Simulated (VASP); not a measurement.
Wanted: the native input for a VASP 6.6.1 run.

| Item | Value |
| --- | --- |
| Task | single point |
| Functional | PBE |
| Potentials or basis | VASP PAW PBE potentials, release 64 (Ag, I) |
| Cutoff | 500 eV |
| k mesh | 6 × 6 × 6 |
| Occupations | fermi-dirac, width 0.02 eV |
| Spin | no spin polarisation |
| Dipole correction | no |
| Further INCAR settings | ALGO = Normal; EDIFF = 1e-06; NBANDS = 16 |

The structure of AgI lies in POSCAR:

```
AgI
1.0
    0.0000000000      3.2886327781      3.2886327781
    3.2886327781      0.0000000000      3.2886327781
    3.2886327781      3.2886327781      0.0000000000
Ag I
1 1
Direct
    0.0000000000      0.0000000000      0.0000000000
    0.2500000000      0.2500000000      0.2500000000
```

One way to write it, as run:

INCAR

```
PREC     = Accurate       # precision mode
ENCUT    = 500            # plane-wave cutoff, eV
EDIFF    = 1E-6           # SCF threshold, eV
ISMEAR   = -1             # smearing method
SIGMA    = 0.02           # smearing width, eV
LREAL    = False          # projectors in reciprocal space
LASPH    = True           # aspherical terms in the spheres
NELM     = 120            # most SCF steps
ALGO     = Normal         # electronic algorithm
ISIF     = 2              # what is computed and relaxed
LWAVE    = False          # write WAVECAR
LCHARG   = False          # write CHGCAR
GGA      = PE             # functional
NBANDS   = 16             # bands
GGA_COMPAT= False
```

KPOINTS

```
Automatic mesh
0
Gamma
  6 6 6
```

Potentials or basis: VASP PAW PBE potentials, release 64 (Ag, I).

Run with:

```bash
$ cat potpaw_PBE.64/Ag/POTCAR potpaw_PBE.64/I/POTCAR > POTCAR
$ mpirun -np 1 vasp_std > vasp.out
```

Results of the run:

```json
{
 "Pressure": "0.6 GPa",
 "Band gap on the k mesh": "1.34 eV, direct"
}
```

Caveat: spin-orbit coupling is left out, which moves the levels of the heavy elements.

It took 19 s on 1 thread of Intel(R) Xeon(R) Platinum 8488C (Sapphire Rapids) (shared host), peak memory 0.2 GiB.
